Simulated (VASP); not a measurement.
# BaS (I4/mmm) in VASP: further runs

Aim: see how the results for BaS move with the level of theory and the settings. Levels: PBE, r2SCAN. Tasks: single point.

Everything below comes from runs of VASP 6.6.1. Logs are shortened: lines on timing, memory, paths and dates and some standing lists are left out, and cuts for length are marked.

## Step 1: The cell of the first run

The structure is tetragonal, space group I4/mmm (No. 139). Conventional cell: a = 4.542 Å, b = 4.542 Å, c = 6.338 Å, α = 90.00°, β = 90.00°, γ = 90.00°. Within 4.2 Å of Ba (site symmetry 4/mmm) lie 6 S at 3.17 to 3.21 Å. Within 4.2 Å of S (site symmetry 4/mmm) lie 6 Ba at 3.17 to 3.21 Å.

## Step 2: Single point, PBE (uniaxial x strain -1.3%)

INCAR

```
  PREC = Accurate
  ENCUT = 520
  EDIFF = 1E-6
  ISMEAR = -1
  SIGMA = 0.02
  LREAL = False
  LASPH = True
  NELM = 100
  ALGO = Normal
  ISIF = 2
  LWAVE = False
  LCHARG = False
  GGA = PE
  NBANDS = 15
```

KPOINTS

```
Automatic mesh
0
Gamma
  8 8 8
```

POSCAR

```
BaS
1.0
    0.0000000000      3.2117958733      3.2117958733
    3.1690789882      0.0000000000      3.2117958733
    3.1690789882      3.2117958733      0.0000000000
Ba S
1 1
Direct
    0.0000000000      0.0000000000      0.0000000000
    0.5000000000      0.5000000000      0.5000000000
```

Potentials or basis: VASP PAW PBE potentials, release 64 (Ba_sv, S).

Run with:

```console
cat potpaw_PBE.64/Ba_sv/POTCAR potpaw_PBE.64/S/POTCAR > POTCAR
mpirun -np 1 vasp_std > vasp.out
```

OUTCAR:

```text
PREC = Accurate
   ENCUT = 520
   EDIFF = 1E-6
   ISMEAR = -1
   LREAL = False
   LASPH = True
   NELM = 100
   ISIF = 2
   GGA = PE

 ion  position               nearest neighbor table
   1  0.000  0.000  0.000-   2 3.17   2 3.17   2 3.21   2 3.21   2 3.21   2 3.21
   2  0.500  0.500  0.500-   1 3.17   1 3.17   1 3.21   1 3.21   1 3.21   1 3.21

  LATTYP: Found a body centered tetragonal cell.
 ALAT       =     4.5421652836
 C/A-ratio  =     1.3954045220

  Lattice vectors:

 A1 = (  -3.1690789882,   0.0000000000,  -3.2117958733)
 A2 = (  -3.1690789882,   0.0000000000,   3.2117958733)
 A3 = (   3.1690789882,   3.2117958733,   0.0000000000)

Analysis of symmetry for initial positions (statically):
=====================================================================
 Subroutine PRICEL returns:
 Original cell was already a primitive cell.

 Routine SETGRP: Setting up the symmetry group for a
 body centered tetragonal supercell.

 Subroutine GETGRP returns: Found 16 space group operations
 (whereof 16 operations were pure point group operations)
 out of a pool of 16 trial point group operations.

The static configuration has the point symmetry D_4h.

Analysis of symmetry for dynamics (positions and initial velocities):
=====================================================================
 Subroutine PRICEL returns:
 Original cell was already a primitive cell.

 Routine SETGRP: Setting up the symmetry group for a
 body centered tetragonal supercell.

 Subroutine GETGRP returns: Found 16 space group operations
 (whereof 16 operations were pure point group operations)
 out of a pool of 16 trial point group operations.

The dynamic configuration has the point symmetry D_4h.

 Subroutine INISYM returns: Found 16 space group operations
 (whereof 16 operations are pure point group operations),
 and found     1 'primitive' translations

----------------------------------------------------------------------------------------

                                     Primitive cell

  volume of cell :      65.3821

  direct lattice vectors                    reciprocal lattice vectors
     0.000000000  3.211795873  3.211795873    -0.157774546  0.155676145  0.155676145
     3.169078988  0.000000000  3.211795873     0.157774546 -0.155676145  0.155676145
     3.169078988  3.211795873  0.000000000     0.157774546  0.155676145 -0.155676145

  length of vectors
     4.542165284  4.512060989  4.512060989     0.270855924  0.270855924  0.270855924

  position of ions in fractional coordinates (direct lattice)
     0.000000000  0.000000000  0.000000000
     0.500000000  0.500000000  0.500000000

  ion indices of the primitive-cell ions
   primitive index   ion index
                 1           1
                 2           2

----------------------------------------------------------------------------------------

 KPOINTS: Automatic mesh

Automatic generation of k-mesh.
 Grid dimensions read from file:
 generate k-points for:    8    8    8

 Generating k-lattice:

  Cartesian coordinates                     Fractional coordinates (reciprocal lattice)
    -0.019721818  0.019459518  0.019459518     0.125000000  0.000000000  0.000000000
     0.019721818 -0.019459518  0.019459518     0.000000000  0.125000000  0.000000000
     0.019721818  0.019459518 -0.019459518     0.000000000  0.000000000  0.125000000

  Length of vectors
     0.033856991  0.033856991  0.033856991

  Shift w.r.t. Gamma in fractional coordinates (k-lattice)
     0.000000000  0.000000000  0.000000000

 Subroutine IBZKPT returns following result:
 ===========================================

 Found     59 irreducible k-points:

 Following reciprocal coordinates:
            Coordinates               Weight
  0.000000  0.000000  0.000000      1.000000
  0.125000  0.000000  0.000000      8.000000
  0.250000  0.000000  0.000000      8.000000
  0.375000  0.000000  0.000000      8.000000
  0.500000  0.000000  0.000000      4.000000
  0.125000  0.125000  0.000000      4.000000
[... 16 lines left out ...]
  0.250000  0.125000  0.125000      4.000000
  0.375000  0.125000  0.125000      8.000000
 [... further k-points ...]
   k-points           NKPTS =     59   k-points in BZ     NKDIM =     59   number of bands    NBANDS=     15
   number of dos      NEDOS =    301   number of ions     NIONS =      2
   total plane-waves  NPLWV =  46656
   dimension x,y,z NGX =    36 NGY =   36 NGZ =   36
   dimension x,y,z NGXF=    72 NGYF=   72 NGZF=   72
   ions per type =               1   1
   NGX,Y,Z   is equivalent  to a cutoff of  13.18, 13.26, 13.26 a.u.
   NGXF,Y,Z  is equivalent  to a cutoff of  26.35, 26.53, 26.53 a.u.
 SYSTEM =  unknown system
   PREC   = accura    normal or accurate (medium, high low for compatibility)
   ISTART =      0    job   : 0-new  1-cont  2-samecut
   ICHARG =      2    charge: 1-file 2-atom 10-const
   ISPIN  =      1    spin polarized calculation?
   LNONCOLLINEAR =      F non collinear calculations
   LSORBIT =      F    spin-orbit coupling
   LASPH  =      T    aspherical Exc in radial PAW
   ENCUT  =  520.0 eV  38.22 Ry    6.18 a.u.   8.45  8.39  8.39*2*pi/ulx,y,z
   NELM   =    100;   NELMIN=  2; NELMDL= -5     # of ELM steps
   EDIFF  = 0.1E-05   stopping-criterion for ELM
   LREAL  =      F    real-space projection
   EDIFFG = 0.1E-04   stopping-criterion for IOM
   NSW    =      0    number of steps for IOM
   IBRION =     -1    ionic relax: 0-MD 1-quasi-New 2-CG
   NFREE  =      0    steps in history (QN), initial steepest desc. (CG)
   ISIF   =      2    stress and relaxation
   ISYM   =      2    0-nonsym 1-usesym 2-fastsym
   POTIM  = 0.5000    time-step for ionic-motion
   TEBEG  =    0.0;   TEEND  =   0.0 temperature during run
   PSTRESS=    0.0 pullay stress
   NELECT =      16.0000    total number of electrons
   NUPDOWN=      -1.0000    fix difference up-down
   EMIN   =  10.00;   EMAX   =-10.00  energy-range for DOS
   EFERMI =   0.00;   METHOD = LEGACY
   ISMEAR =    -1;   SIGMA  =   0.02  broadening in eV -4-tet -1-fermi 0-gaus
   EFERMI_NEDOS =   21; number of points for ismear=-14 and -15
   IALGO  =     38    algorithm
   IMIX   =      4    mixing-type and parameters
     AMIX     =   0.40;   BMIX     =  1.00
     AMIX_MAG =   1.60;   BMIX_MAG =  1.00
  volume/ion in A,a.u.               =      32.69       220.61
  Fermi-wavevector in a.u.,A,eV,Ry     =   1.023989  1.935058 14.266429  1.048553
  Thomas-Fermi vector in A             =   2.157752
   LORBIT       =      0    0 simple, 1 ext, 2 COOP (PROOUT), +10 PAW based schemes
   GGA     = PE    functional components
   LHFCALC =     F    Hartree Fock is set to
   AEXX    =    0.0000 exact exchange contribution
   IVDW    =     0    specifies the selected vdW correction
   LEPSILON=     F    determine dielectric tensor
   LRPA    =     F    only Hartree local field effects (RPA)
 non-spin polarized calculation
  energy-cutoff  :      520.00
  volume of cell :       65.38
 maximum number of plane-waves:      1791
 NGX is ok and might be reduce to    36
   NGX = 17   NGY = 17   NGZ = 17

 number of electron      16.0000001 magnetization

 Free energy of the ion-electron system (eV)
  ---------------------------------------------------
  ext. energy  EPLUGINS =         0.00000000
  ---------------------------------------------------
  free energy    TOTEN  =       -10.18457573 eV

  energy without entropy =      -10.18457573  energy(sigma->0) =      -10.18457573

 E-fermi :   1.8454     XC(G=0):  -8.6109

 val. band max:        1.4658440564   @ k =   0.0000   0.0000   0.0000
 cond. band min:       3.5423833722   @ k =   0.0000   0.5000   0.5000
 fundamental gap:      2.0765393158
 Fermi energy:         1.8453735219

 k-point     1 :       0.0000    0.0000    0.0000
  band No.  band energies     occupation
      1     -24.6494      2.00000
      2      -9.7064      2.00000
      3      -9.7054      2.00000
      4      -9.7054      2.00000
      5      -8.9198      2.00000
      6       1.4210      2.00000
      7       1.4210      2.00000
      8       1.4658      2.00000
      9       5.0099      0.00000
     10       5.2733      0.00000
     11       5.2733      0.00000
     12       5.3665      0.00000
     13       6.1868      0.00000
     14       6.2750      0.00000
     15      10.1655      0.00000

 k-point     2 :       0.1250    0.0000    0.0000
  band No.  band energies     occupation
      1     -24.6430      2.00000
      2     -10.0026      2.00000
      3      -9.7121      2.00000
      4      -9.7108      2.00000
      5      -8.6093      2.00000
      6       1.0275      2.00000
      7       1.2159      2.00000
      8       1.2393      2.00000
      9       5.2933      0.00000
     10       5.5103      0.00000
     11       5.5630      0.00000
     12       5.6213      0.00000
     13       6.6320      0.00000
     14       6.7357      0.00000
     15      10.7862      0.00000

 k-point     3 :       0.2500    0.0000    0.0000
  band No.  band energies     occupation
      1     -24.6275      2.00000
      2     -10.4257      2.00000
      3      -9.7279      2.00000
      4      -9.7220      2.00000
      5      -8.1513      2.00000
      6       0.2922      2.00000
      7       0.8093      2.00000
      8       0.8169      2.00000
      9       5.5350      0.00000
     10       6.1713      0.00000
     11       6.2023      0.00000
     12       6.7890      0.00000
     13       7.7503      0.00000
     14       7.8854      0.00000
     15      12.0085      0.00000
[... 343 lines left out ...]
 k-point    23 :       0.2500    0.1250    0.1250
  band No.  band energies     occupation
      1     -24.6338      2.00000
      2     -10.2242      2.00000
      3      -9.7660      2.00000
      4      -9.7076      2.00000
      5      -8.3568      2.00000
      6       0.5100      2.00000
      7       0.8674      2.00000
      8       1.2972      2.00000
      9       5.2713      0.00000
     10       5.6517      0.00000
     11       6.0052      0.00000
     12       6.3661      0.00000
     13       7.1364      0.00000
     14       7.6330      0.00000
     15      11.6435      0.00000

 k-point    24 :       0.3750    0.1250    0.1250
  band No.  band energies     occupation
      1     -24.6184      2.00000
      2     -10.5136      2.00000
      3      -9.8068      2.00000
      4      -9.7237      2.00000
      5      -8.0478      2.00000
      6       0.0045      2.00000
      7       0.5477      2.00000
      8       0.9975      2.00000
      9       5.5455      0.00000
     10       6.2380      0.00000
     11       6.8497      0.00000
     12       7.2710      0.00000
     13       8.1172      0.00000
     14       8.9858      0.00000
     15      11.5394      0.00000

 [... further k-points ...]

------------------------ aborting loop because EDIFF is reached ----------------------------------------

  FORCE on cell =-STRESS in cart. coord.  units (eV):
  Direction    XX          YY          ZZ          XY          YZ          ZX
  --------------------------------------------------------------------------------------
  -------------------------------------------------------------------------------------
  Total        0.8452499      0.3620704      0.3620704      0.0000000      0.0000000      0.0000000
  in kB       20.7127023      8.8724739      8.8724739      0.0000000      0.0000000      0.0000000
  external PRESSURE =      12.8192167 kB  Pullay stress =       0.0000000 kB

 VOLUME and BASIS-vectors are now :
 -----------------------------------------------------------------------------
  energy-cutoff  :      520.00
  volume of cell :       65.38
      direct lattice vectors                 reciprocal lattice vectors
     0.000000000  3.211795873  3.211795873    -0.157774546  0.155676145  0.155676145
     3.169078988  0.000000000  3.211795873     0.157774546 -0.155676145  0.155676145
     3.169078988  3.211795873  0.000000000     0.157774546  0.155676145 -0.155676145

 POSITION                                       TOTAL-FORCE (eV/Angst)
 -----------------------------------------------------------------------------------
      0.00000      0.00000      0.00000        -0.000000      0.000000     -0.000000
      3.16908      3.21180      3.21180         0.000000     -0.000000      0.000000
 -----------------------------------------------------------------------------------
    total drift:                                0.000000      0.000000      0.000000

  FREE ENERGIE OF THE ION-ELECTRON SYSTEM (eV)
  ---------------------------------------------------
  free  energy   TOTEN  =       -10.1845757332 eV

  energy  without entropy=      -10.1845757332  energy(sigma->0) =      -10.18457573
```

It took 1.8 min on 1 thread of Intel Xeon 8259CL, shared host; peak memory 0.23 GiB.

Results:

- Free energy: -10.1846 eV
- Pressure: 1.3 GPa
- Band gap on the k mesh: 2.08 eV (least direct gap 2.22 eV)

Stress tensor (GPa, compression positive):
```
2.07 0.00 0.00
0.00 0.89 0.00
0.00 0.00 0.89
```

Levels at points of the mesh, in eV from the valence-band top:
| k point | band 4 | band 5 | band 6 | band 7 | band 8 | band 9 | band 10 | band 11 | band 12 | band 13 |
| --- | --- | --- | --- | --- | --- | --- | --- | --- | --- | --- |
| (0.00, 0.00, 0.00) | -11.17 | -10.39 | -0.04 | -0.04 | 0.00 | 3.54 | 3.81 | 3.81 | 3.90 | 4.72 |
| (0.50, 0.00, 0.00) | -11.20 | -9.16 | -1.96 | -1.11 | -1.11 | 5.50 | 5.65 | 6.25 | 6.28 | 8.79 |
| (0.50, 0.50, 0.00) | -11.35 | -10.29 | -0.58 | -0.18 | -0.13 | 2.09 | 5.84 | 6.02 | 7.39 | 7.51 |
| (0.00, 0.50, 0.50) | -11.37 | -10.29 | -0.51 | -0.19 | -0.19 | 2.08 | 5.92 | 5.98 | 7.43 | 7.43 |

Caveat: the cell differs from its parent crystal (uniaxial x strain -1.3%); spin-orbit coupling is left out, which moves the levels of the heavy elements.

## Step 3: Single point, r2SCAN (biaxial xy strain -2.3%)

POSCAR

```
BaS
1.0
    0.0000000000      3.1382457478      3.2117958733
    3.1382457478      0.0000000000      3.2117958733
    3.1382457478      3.1382457478      0.0000000000
Ba S
1 1
Direct
    0.0000000000      0.0000000000      0.0000000000
    0.5000000000      0.5000000000      0.5000000000
```

INCAR.step1

```
SYSTEM = BaS
PREC = Accurate
ENCUT = 520
ISMEAR = 0
SIGMA = 0.01
LREAL = .FALSE.
LASPH = .TRUE.
NELM = 60
NBANDS = 15
GGA = PE
ALGO = Normal
EDIFF = 1E-4
LWAVE = .TRUE.
LCHARG = .FALSE.
```

INCAR.step2

```
SYSTEM = BaS
PREC = Accurate
ENCUT = 520
EDIFF = 1E-6
ISMEAR = 0
SIGMA = 0.01
LREAL = .FALSE.
LASPH = .TRUE.
NELM = 60
ALGO = Normal
ISIF = 2
LWAVE = .FALSE.
LCHARG = .FALSE.
METAGGA = R2SCAN
LMIXTAU = .TRUE.
NBANDS = 15
ISTART = 1
```

KPOINTS

```
regular mesh
0
G
  8 8 8
  0 0 0
```

Potentials or basis: VASP PAW PBE potentials, release 64 (Ba_sv, S).

Run with:

```console
cat potpaw_PBE.64/Ba_sv/POTCAR potpaw_PBE.64/S/POTCAR > POTCAR
cp INCAR.step1 INCAR
mpirun -np 1 vasp_std > vasp.out
cp INCAR.step2 INCAR
mpirun -np 1 vasp_std > vasp.out
```

It took 4.5 min on 1 thread of Intel Xeon 8259CL, shared host; peak memory 0.25 GiB.

It converged, with:

```
Free energy            : -39.1649 eV
Pressure               : 3.1 GPa
Band gap on the k mesh : 2.37 eV (least direct gap 2.49 eV)
```

Stress tensor (GPa, compression positive):
```
3.89 0.00 0.00
0.00 3.89 0.00
0.00 0.00 1.41
```

Levels at points of the mesh, in eV from the valence-band top:
```
           k point  band 4  band 5  band 6  band 7  band 8  band 9  band 10  band 11  band 12  band 13
(0.00, 0.00, 0.00)  -11.38  -10.88   -0.09    0.00    0.00    4.17     4.31     4.34     4.34     5.32
(0.50, 0.00, 0.00)  -11.40   -9.38   -2.01   -1.18   -1.17    6.11     6.20     6.91     6.98     9.56
(0.50, 0.50, 0.00)  -11.58  -10.80   -0.60   -0.11   -0.11    2.39     6.53     6.88     8.19     8.19
(0.50, 0.00, 0.50)  -11.58  -10.80   -0.47   -0.21   -0.11    2.37     6.53     6.95     8.04     8.28
```

Caveat: the cell differs from its parent crystal (biaxial xy strain -2.3%); the cell stands under pressure; the PAW data sets were made with another functional, which shifts forces and pressure a little; spin-orbit coupling is left out, which moves the levels of the heavy elements. A k mesh can miss the band edges.

## Step 4: Single point, r2SCAN (uniaxial x strain -1.3%)

POSCAR

```
BaS
1.0
    0.0000000000      3.2117958733      3.2117958733
    3.1690789882      0.0000000000      3.2117958733
    3.1690789882      3.2117958733      0.0000000000
Ba S
1 1
Direct
    0.0000000000      0.0000000000      0.0000000000
    0.5000000000      0.5000000000      0.5000000000
```

INCAR.step1

```
SYSTEM = BaS
ALGO = Normal
EDIFF = 1E-4
ENCUT = 520
GGA = PE
ISMEAR = 0
LASPH = .TRUE.
LCHARG = .FALSE.
LREAL = .FALSE.
LWAVE = .TRUE.
NBANDS = 15
NELM = 100
PREC = Accurate
SIGMA = 0.01
```

INCAR.step2

```
SYSTEM = BaS
ALGO = Normal
EDIFF = 1E-6
ENCUT = 520
ISIF = 2
ISMEAR = 0
ISTART = 1
LASPH = .TRUE.
LCHARG = .FALSE.
LMIXTAU = .TRUE.
LREAL = .FALSE.
LWAVE = .FALSE.
METAGGA = R2SCAN
NBANDS = 15
NELM = 100
PREC = Accurate
SIGMA = 0.01
```

KPOINTS

```
k-points
0
G
  8 8 8
  0 0 0
```

Run with:

```console
cat potpaw_PBE.64/Ba_sv/POTCAR potpaw_PBE.64/S/POTCAR > POTCAR
cp INCAR.step1 INCAR
mpirun -np 1 vasp_std > vasp.out
cp INCAR.step2 INCAR
mpirun -np 1 vasp_std > vasp.out
```

It took 4.6 min on 1 thread of Intel Xeon 8259CL, shared host; peak memory 0.25 GiB.

It converged, with:

- Free energy: -39.1980 eV
- Pressure: 1.3 GPa
- Band gap on the k mesh: 2.43 eV (least direct gap 2.57 eV)

Stress tensor (GPa, compression positive):
```
2.12 0.00 0.00
0.00 0.82 0.00
0.00 0.00 0.82
```

Levels at points of the mesh, in eV from the valence-band top:
| k point | band 5 | band 6 | band 7 | band 8 | band 9 | band 10 | band 11 | band 12 |
| --- | --- | --- | --- | --- | --- | --- | --- | --- |
| (0.00, 0.00, 0.00) | -10.82 | -0.05 | -0.05 | 0.00 | 4.16 | 4.24 | 4.24 | 4.34 |
| (0.50, 0.00, 0.00) | -9.50 | -1.94 | -1.11 | -1.10 | 5.99 | 6.09 | 6.79 | 6.83 |
| (0.50, 0.50, 0.00) | -10.74 | -0.58 | -0.18 | -0.13 | 2.44 | 6.44 | 6.70 | 7.94 |
| (0.00, 0.50, 0.50) | -10.74 | -0.51 | -0.19 | -0.19 | 2.43 | 6.50 | 6.67 | 7.98 |

Caveat: the cell differs from its parent crystal (uniaxial x strain -1.3%); the PAW data sets were made with another functional, which shifts forces and pressure a little; spin-orbit coupling is left out, which moves the levels of the heavy elements. A k mesh can miss the band edges.

## Step 5: The runs side by side

| level | cell | smearing | gap on the mesh (eV) | pressure (GPa) |
| --- | --- | --- | --- | --- |
| PBE | a = 4.542, b = 4.512, c = 4.512 Å, angles 60.4, 59.8, 59.8°, 2 atoms | fermi-dirac 0.02 eV | 2.08 | 1.3 |
| r2SCAN | a = 4.490, b = 4.490, c = 4.438 Å, angles 60.4, 60.4, 59.2°, 2 atoms | gaussian 0.01 eV | 2.37 | 3.1 |
| r2SCAN | a = 4.542, b = 4.512, c = 4.512 Å, angles 60.4, 59.8, 59.8°, 2 atoms | gaussian 0.01 eV | 2.43 | 1.3 |

Alike in all rows: task single point; potentials or basis VASP PAW PBE potentials, release 64 (Ba_sv, S); no spin polarisation; k mesh 8 × 8 × 8; cutoff (eV) 520.

Caveats: spin-orbit coupling is left out, which moves the levels of the heavy elements; the PAW data sets were made with another functional, which shifts forces and pressure a little (at least some runs); the cell stands under pressure (at least some runs).

Absolute energies hang on the potentials; compare differences alone.
